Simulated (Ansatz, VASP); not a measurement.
# Sc3Ta: VASP beside Ansatz

```
CELL_PARAMETERS angstrom
6.39851 0.00000 0.00000
-3.19926 5.54127 0.00000
0.00000 0.00000 4.99768
ATOMIC_POSITIONS crystal
Sc 0.82702 0.65404 0.25000
Sc 0.17298 0.82702 0.75000
Sc 0.34596 0.17298 0.25000
Sc 0.17298 0.34596 0.75000
Sc 0.82702 0.17298 0.25000
Sc 0.65404 0.82702 0.75000
Ta 0.33333 0.66667 0.25000
Ta 0.66667 0.33333 0.75000
```

Alike in both runs: functional PBE; k mesh 3 × 3 × 4; occupations gaussian, width 0.1 eV; no spin polarisation.

Ansatz relaxed the structure, and its values are those at the end. VASP's run is a single point on that final structure, the one shown.

```csv
,VASP,Ansatz
version,VASP 6.6.1,Ansatz 0.2.0
potentials or method,"VASP PAW PBE potentials, release 64 (Sc_sv, Ta_pv), cutoff 520 eV","scalar-relativistic, plane waves, PAW"
valence electrons in the cell,88,92
```

Ansatz gave:

* gap on the k mesh at the Fermi level (eV): none
* pressure (GPa): -0.1

Q: What did VASP give for the same quantities?

A: gap on the k mesh at the Fermi level (eV): none; pressure (GPa): 0.0.

A gap of «none» marks a metal or a gap that the smearing closes. VASP's potentials hold 88 valence electrons a cell and Ansatz's 92, so a difference there can come from the potentials and not from the codes.

The k mesh is coarse, so the values compare programs but aren't converged. Spin-orbit coupling is off throughout.
